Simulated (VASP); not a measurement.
A run of VASP 6.6.1:

File POSCAR:

```
Ta
1.0
   -1.5522032000      1.6512800000      1.6512800000
    1.5522032000     -1.6512800000      1.6512800000
    1.5522032000      1.6512800000     -1.6512800000
Ta
1
Direct
    0.0000000000      0.0000000000      0.0000000000
```

File INCAR.step1:

```
PREC = Accurate ; ENCUT = 520
ISMEAR = 0 ; SIGMA = 0.15
LREAL = False ; LASPH = True
NELM = 100 ; NBANDS = 12
GGA = PE ; ALGO = Normal
EDIFF = 1E-4 ; LWAVE = True
LCHARG = False
```

INCAR.step2

```
PREC = Accurate ; ENCUT = 520
EDIFF = 1E-6 ; ISMEAR = 0
SIGMA = 0.15 ; LREAL = False
LASPH = True ; NELM = 100
ALGO = Normal ; ISIF = 2
LWAVE = False ; LCHARG = False
METAGGA = R2SCAN ; LMIXTAU = True
NBANDS = 12 ; ISTART = 1
```

KPOINTS

```
regular mesh
0
Gamma
  20 20 20
```

Potentials or basis: VASP PAW PBE potentials, release 64 (Ta_pv).

The run is started by

```console
$ cat potpaw_PBE.64/Ta_pv/POTCAR > POTCAR
$ cp INCAR.step1 INCAR
$ mpirun -np 1 vasp_std > vasp.out
$ cp INCAR.step2 INCAR
$ mpirun -np 1 vasp_std > vasp.out
```

Hardware: 1 thread of Intel(R) Xeon(R) 6975P-C (Granite Rapids), on a shared host.

Task: Estimate the wall time of this run.

Result: Wall time 2.1 min on 1 thread of Intel(R) Xeon(R) 6975P-C (Granite Rapids), with other jobs on the host, peak memory 0.24 GiB. Counts: k points 641.
